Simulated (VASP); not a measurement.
A run of VASP 6.6.1 is set up as follows.

Contents of INCAR:

```
SYSTEM = SnRu2
ALGO = Normal
EDIFF = 1E-6
ENCUT = 520
GGA = PE
ISIF = 2
ISMEAR = 0
LASPH = .True.
LCHARG = .False.
LREAL = .False.
LWAVE = .False.
NBANDS = 28
NELM = 80
PREC = Accurate
SIGMA = 0.1
```

Contents of KPOINTS:

```
k-points
0
Gamma
  8 8 8
  0 0 0
```

File POSCAR:

```
SnRu2
1.0
   -1.4582475891      1.4582475891      5.6782005378
    1.4582475891     -1.4582475891      5.6782005378
    1.4582475891      1.4582475891     -5.6782005378
Sn Ru
1 2
Direct
    0.0000000000      0.0000000000      0.0000000000
    0.6783158510      0.6783158510      0.0000000000
    0.3216841490      0.3216841490      0.0000000000
```

Potentials or basis: VASP PAW PBE potentials, release 64 (Sn_d, Ru_pv).

Run with:

```sh
$ cat potpaw_PBE.64/Sn_d/POTCAR potpaw_PBE.64/Ru_pv/POTCAR > POTCAR
$ mpirun -np 1 vasp_std > vasp.out
```

Estimate the band gap on the k mesh.

zero (band 21 reaches 12.91 eV, above the bottom of band 22 at 11.92 eV).

Estimate the pressure.

0.1 GPa.

Stress tensor (GPa, compression positive):
```
-0.03  0.00  0.00
 0.00 -0.03  0.00
 0.00  0.00  0.28
```

Caveat: the k points lie up to 0.38 Å⁻¹ apart; spin-orbit coupling is left out, which moves the levels of the heavy elements.
